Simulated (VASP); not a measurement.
Write the native input for VASP 6.6.1 that does the following.

- Task: single point
- Functional: PBEsol
- Dispersion: D3(BJ)
- Potentials or basis: VASP PAW PBE potentials, release 64 (Tl_d)
- Cutoff: 500 eV
- k mesh: 6 × 6 × 6
- Occupations: gaussian, width 0.05 eV
- Spin: no spin polarisation
- Dipole correction: no
- Further INCAR settings: ALGO = Normal; EDIFF = 1e-06; NBANDS = 12

The structure of Tl lies in POSCAR:

```
Tl
1.0
   -1.8957181955      1.8957181955      1.8957181955
    1.8957181955     -1.8957181955      1.8957181955
    1.8957181955      1.8957181955     -1.8957181955
Tl
1
Direct
    0.0000000000      0.0000000000      0.0000000000
```

This isn't the form of Tl at room conditions, which is hcp.

One way to write it, as run:

INCAR

```
SYSTEM = Tl
PREC     = Accurate       ! precision mode
ENCUT    = 500            ! plane-wave cutoff, eV
EDIFF    = 1E-6           ! SCF threshold, eV
ISMEAR   = 0              ! smearing method
SIGMA    = 0.05           ! smearing width, eV
LREAL    = .FALSE.        ! projectors in reciprocal space
LASPH    = .TRUE.         ! aspherical terms in the spheres
NELM     = 120            ! most SCF steps
ALGO     = Normal         ! electronic algorithm
ISIF     = 2              ! what is computed and relaxed
LWAVE    = .FALSE.        ! write WAVECAR
LCHARG   = .FALSE.        ! write CHGCAR
GGA      = PS             ! functional
IVDW     = 12             ! dispersion correction
NBANDS   = 12             ! bands
GGA_COMPAT= .FALSE.
```

KPOINTS

```
regular mesh
0
G
  6 6 6
  0 0 0
```

Potentials or basis: VASP PAW PBE potentials, release 64 (Tl_d).

Launch:

```console
$ cat potpaw_PBE.64/Tl_d/POTCAR > POTCAR
$ mpirun -np 1 vasp_std > vasp.out
```

Results of the run:

```json
{
 "Pressure": "-0.3 GPa",
 "Band gap on the k mesh": "zero (an odd number of electrons rules out a gap without spin polarisation)",
 "Dispersion energy per atom": "-0.403 eV"
}
```

Caveat: the k points lie up to 0.39 Å⁻¹ apart, too coarse for converged energies and pressures of a metal; three body term missing; the PAW data sets were made with another functional, which shifts forces and pressure a little; spin-orbit coupling is left out, which moves the levels of the heavy elements.

It took 5 s on 1 thread of Intel(R) Xeon(R) 6975P-C (Granite Rapids), on a shared host, peak memory 0.14 GiB.
